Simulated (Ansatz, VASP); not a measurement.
## BaHfO3: VASP beside Ansatz

```
Ba Hf O
1.0
     4.16957    0.00000    0.00000
     0.00000    4.16957    0.00000
     0.00000    0.00000    4.17038
Ba Hf O
1 1 3
Direct
  0.50000 0.50000 0.99642
  0.00000 0.00000 0.49788
  0.00000 0.50000 0.49889
  0.50000 0.00000 0.49889
  0.00000 0.00000 0.99794
```

Alike in both runs: task single point; functional PBE; k mesh 4 × 4 × 4; occupations gaussian, width 0.023 eV; no spin polarisation.

|  | VASP | Ansatz |
| --- | --- | --- |
| version | VASP 6.6.1 | Ansatz 0.2.0 |
| potentials or method | VASP PAW PBE potentials, release 64 (Ba_sv, Hf_pv, O), cutoff 600 eV | scalar-relativistic, plane waves, PAW |
| valence electrons in the cell | 38 | 54 |

VASP gave:

| Property | Result |
| --- | --- |
| gap on the k mesh at the Fermi level (eV) | 3.58 |
| least direct gap on the mesh (eV) | 3.80 |
| pressure (GPa) | 3.6 |
| rms of the force components (eV/Å) | 0.011 |

Task: Estimate Ansatz's values.

Result: gap on the k mesh at the Fermi level (eV): 3.67; least direct gap on the mesh (eV): 3.77; pressure (GPa): 4.3; rms of the force components (eV/Å): 0.009.

Atom by atom the forces differ by 0.002 eV/Å (rms over components). The functional is the same, so the differences come from potentials, cutoffs and numerics. VASP's potentials hold 38 valence electrons a cell and Ansatz's 54, so a difference there can come from the potentials and not from the codes.

Neither program's run includes spin-orbit coupling.
